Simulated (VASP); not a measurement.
F, 3 atoms in the cell. Symmetry: P6/mmm, No. 191, hexagonal system. The conventional cell has a = 3.258 Å, b = 3.258 Å, c = 1.524 Å, α = 90.00°, β = 90.00°, γ = 120.00°. Within 2.1 Å of F (site symmetry 6/mmm) lie 14 F at 1.52 to 2.03 Å. Within 2.1 Å of F (site symmetry -6m2) lie 11 F at 1.52 to 2.03 Å. 

| Quantity | Value |
| --- | --- |
| Program | VASP 6.6.1 |
| Task | single point |
| Functional | PBEsol |
| Potentials or basis | VASP PAW PBE potentials, release 64 (F) |
| Cutoff | 600 eV |
| k mesh | 11 × 11 × 15 |
| Occupations | fermi-dirac, width 0.05 eV |
| Spin | no spin polarisation |
| Dipole correction | no |
| Further INCAR settings | ALGO = Normal; EDIFF = 1e-06; NBANDS = 18 |

Potentials or basis: VASP PAW PBE potentials, release 64 (F).

The run is started by

```sh
$ cat potpaw_PBE.64/F/POTCAR > POTCAR
$ mpirun -np 1 vasp_std > vasp.out
```

Hardware: 1 thread of AMD EPYC 9R14 (Zen 4) (shared host).

Question: How long does it take, and how much memory?

Answer: Wall time 20 s on 1 thread of AMD EPYC 9R14 (Zen 4), with other jobs on the host, peak memory 0.11 GiB. Counts: scf iterations 14, k points 128.
